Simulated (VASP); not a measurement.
A run of VASP 6.6.1 is set up as follows.

Contents of INCAR:

```
ALGO = Normal
EDIFF = 1E-6
EDIFFG = -0.04
ENCUT = 600
GGA = PE
IBRION = 2
ISIF = 3
ISMEAR = 0
LASPH = T
LCHARG = F
LREAL = F
LWAVE = F
NELM = 80
NSW = 90
PREC = Accurate
SIGMA = 0.1
```

File KPOINTS:

```
k-points
0
Gamma
  6 6 6
```

POSCAR

```
InRu2
1.0
    0.0000000000      2.8915338500      2.8915338500
    2.8915338500      0.0000000000      2.8915338500
    2.8915338500      2.8915338500      0.0000000000
In Ru
1 2
Direct
    0.0000000000      0.0000000000      0.0000000000
    0.7500000000      0.7500000000      0.7500000000
    0.5000000000      0.5000000000      0.5000000000
```

Potentials or basis: VASP PAW PBE potentials, release 64 (In_d, Ru_pv).

Launch:

```sh
$ cat potpaw_PBE.64/In_d/POTCAR potpaw_PBE.64/Ru_pv/POTCAR > POTCAR
$ mpirun -np 1 vasp_std > vasp.out
```

(1) Predict the relaxed volume.

(2) What does it give for the space group after relaxing (to 0.05 Å)?

(3) What does it give for the relaxed cell?

Results:

(1) 18.61 Å³/atom.

(2) F-43m (No. 216).

(3) a = 4.290 Å, b = 4.290 Å, c = 4.290 Å, α = 60.00°, β = 60.00°, γ = 60.00°.

Caveat: the volume moved by over 15 % at a fixed basis, so the end points are rough.
